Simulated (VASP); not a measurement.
**Ru: single point with LDA**

Crystal: Ru.

```
Ru
1.0
     2.67402    0.00000    0.00000
    -1.33701    2.31577    0.00000
     0.00000    0.00000    4.22626
Ru
2
Direct
  0.33333 0.66667 0.25000
  0.66667 0.33333 0.75000
```

```json
{
 "Program": "VASP 6.6.1",
 "Task": "single point",
 "Functional": "LDA",
 "Potentials or basis": "VASP PAW LDA potentials, release 64 (Ru_pv)",
 "Cutoff": "520 eV",
 "k mesh": "18 × 18 × 10",
 "Occupations": "fermi-dirac, width 0.05 eV",
 "Spin": "no spin polarisation"
}
```

```
Pressure               : 1.0 GPa
Band gap on the k mesh : zero (band 14 reaches 14.96 eV, above the bottom of band 15 at 11.64 eV)
```

Stress tensor (GPa, compression positive):
```
0.97 0.00 0.00
0.00 0.97 0.00
0.00 0.00 1.06
```

Levels at points of the mesh, in eV from the Fermi level:
```csv
k point,band 10,band 11,band 12,band 13,band 14,band 15,band 16,band 17,band 18,band 19
"(0.00, 0.00, 0.00)",-2.76,-2.56,-2.03,-2.03,-1.48,-1.48,1.27,1.27,1.36,9.94
"(0.50, 0.00, 0.00)",-3.21,-2.17,-1.86,-1.59,1.53,1.98,2.07,4.29,6.39,9.95
"(0.00, 0.00, 0.50)",-2.94,-2.94,-2.94,-2.83,-2.83,0.60,0.60,0.60,0.60,9.95
"(0.50, 0.00, 0.50)",-4.79,-1.12,-1.12,0.48,0.48,1.81,1.81,3.55,3.55,9.94
```

Wall time 32 s on 1 thread of Intel(R) Xeon(R) 6975P-C (Granite Rapids), on a shared host, peak memory 0.2 GiB.
